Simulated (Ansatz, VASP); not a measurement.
# Two plane-wave programs on Pd

Contents of INCAR:

```
  PREC = Accurate
  ENCUT = 520
  EDIFF = 1E-6
  ISMEAR = -1
  SIGMA = 0.1
  LREAL = False
  LASPH = True
  NELM = 100
  ALGO = Normal
  ISIF = 2
  LWAVE = False
  LCHARG = False
  GGA = PS
  NBANDS = 28
```

Contents of KPOINTS:

```
Automatic mesh
0
Gamma
  15 15 4
```

The input POSCAR:

```
Pd
1.0
    2.7355829045      0.0000000000      0.0000000000
   -1.3677914522      2.3690842894      0.0000000000
    0.0000000000      0.0000000000      9.0160867300
Pd
4
Direct
    0.0000000000      0.0000000000      0.0000000000
    0.0000000000      0.0000000000      0.5000000000
    0.3333333333      0.6666666667      0.2500000000
    0.6666666667      0.3333333333      0.7500000000
```

Input for Ansatz:

```yaml
crystal:
  lattice:
    - [2.7355829045, 0.0, 0.0]
    - [-1.3677914522, 2.3690842894, 0.0]
    - [0.0, 0.0, 9.01608673]
  atoms:
    - { symbol: Pd, position: [0.0, 0.0, 0.0] }
    - { symbol: Pd, position: [0.0, 0.0, 0.5] }
    - { symbol: Pd, position: [0.3333333333, 0.6666666667, 0.25] }
    - { symbol: Pd, position: [0.6666666667, 0.3333333333, 0.75] }
hamiltonian:
  xc: pbesol
  pseudopotentials:
    kind: paw
    azcp:
      Pd: "pseudopotentials/Pd.paw.azcp"
basis:
  ecutwfc: 420
  fft_grid_basis: typed
kpoints:
  mp_grid: { grid: [15, 15, 4], shift: [0, 0, 0] }
magnetization:
  spin_polarized: false
scf:
  occupations: { method: fermi_dirac, width: 0.1 }
  lower_state_search: "off"
output:
  stress: true
```

Alike in both runs: task single point; functional PBEsol; k mesh 15 × 15 × 4; occupations fermi-dirac, width 0.1 eV; no spin polarisation.

```csv
,VASP,Ansatz
version,VASP 6.6.1,Ansatz 0.2.0
potentials or method,"VASP PAW PBE potentials, release 64 (Pd), cutoff 520 eV","plane waves (420 eV) with PAW, scalar-relativistic"
valence electrons in the cell,40,72
```

Ansatz gave:

```
pressure (GPa)                                                : 0.0
traceless stress, the component that is largest in VASP (GPa) : -0.10
```

**Question.** What did VASP give for the same quantities?

**Answer.** Pressure (GPa): -0.4; traceless stress, the component that is largest in VASP (GPa): -0.14.

VASP's potentials were made for PBE, not for PBEsol, and Ansatz warns of the same on its side. VASP's potentials hold 40 valence electrons a cell and Ansatz's 72, so a difference there can come from the potentials and not from the codes.
